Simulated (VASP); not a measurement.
Mo: single point with PBE

Mo:

```
Mo
1.0
    -1.58033    1.58033    1.58033
     1.58033   -1.58033    1.58033
     1.58033    1.58033   -1.58033
Mo
1
Direct
  0.00000 0.00000 0.00000
```

```yaml
Program: VASP 6.6.1
Task: single point
Functional: PBE
Potentials_or_basis: VASP PAW PBE potentials, release 64 (Mo_sv)
Cutoff: 520 eV
k_mesh: 16 × 16 × 16
Occupations: gaussian, width 0.3 eV
Spin: no spin polarisation
```

```
Pressure               : 0.6 GPa
Band gap on the k mesh : zero (band 7 reaches 16.36 eV, above the bottom of band 8 at 11.09 eV)
```

Levels at points of the mesh, in eV from the Fermi level:
```
           k point  band 5  band 6  band 7  band 8  band 9  band 10
(0.00, 0.00, 0.00)   -7.19   -1.33   -1.33   -1.33    1.66     1.66
(0.50, 0.00, 0.00)   -5.25   -3.34    1.60    1.68    2.30     4.69
(0.50, 0.50, 0.50)   -5.35   -5.35    3.94    3.94    3.94     9.00
```

It took 17 s on 1 thread of Intel(R) Xeon(R) Platinum 8375C CPU @ 2.90GHz (Ice Lake), with other jobs on the host, peak memory 0.14 GiB.
